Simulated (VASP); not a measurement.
Wanted: the native input for a VASP 6.6.1 run.

```yaml
Task: electric field gradients
Functional: PBE
Potentials_or_basis: VASP PAW PBE potentials, release 64 (Mo_sv, S)
Cutoff: 520 eV
k_mesh: 10 × 10 × 3
Occupations: fermi-dirac, width 0.03 eV
Spin: no spin polarisation
Dipole_correction: no
Further_INCAR_settings: ALGO = Normal; EDIFF = 1e-08; NBANDS = 35
```

The structure of MoS2 lies in POSCAR:

```
MoS2
1.0
    3.2229977647      0.0000000000      0.0000000000
   -1.6114988823      2.7911979406      0.0000000000
    0.0000000000      0.0000000000     12.5361396517
Mo S
2 4
Direct
    0.3333333333      0.6666666667      0.2500000000
    0.6666666667      0.3333333333      0.7500000000
    0.3333333333      0.6666666667      0.6275000000
    0.6666666667      0.3333333333      0.1275000000
    0.3333333333      0.6666666667      0.8725000000
    0.6666666667      0.3333333333      0.3725000000
```

The input as run:

INCAR

```
SYSTEM = MoS2
PREC = Accurate
ENCUT = 520
EDIFF = 1E-8
ISMEAR = -1
SIGMA = 0.03
LREAL = .False.
LASPH = .True.
NELM = 80
ALGO = Normal
ISIF = 2
LWAVE = .False.
LCHARG = .False.
GGA = PE
LEFG = .True.
NBANDS = 35
```

KPOINTS

```
Automatic mesh
0
Gamma
  10 10 3
  0 0 0
```

Potentials or basis: VASP PAW PBE potentials, release 64 (Mo_sv, S).

Launch:

```sh
$ cat potpaw_PBE.64/Mo_sv/POTCAR potpaw_PBE.64/S/POTCAR > POTCAR
$ mpirun -np 1 vasp_std > vasp.out
```

Results of the run:

| Item | Value |
| --- | --- |
| Pressure | -0.3 GPa |
| Largest force | 0.192 eV/Å |
| Band gap on the k mesh | 0.87 eV (least direct gap 1.74 eV) |
| Largest electric field gradient by atom | Mo -86.7; S -57.6 V/Å² |

Caveat: the stress differs along the axes, from -2 to 3 GPa; without QUAD_EFG the Cq values of the log hold for a quadrupole moment of 1 mb, not for the nuclei; this functional lacks dispersion, which binds layers or chains, so the pressure and a relaxed spacing across them are unreliable.

It took 2.7 min on 1 thread of Intel Xeon 8259CL, with other jobs on the host, peak memory 0.27 GiB.
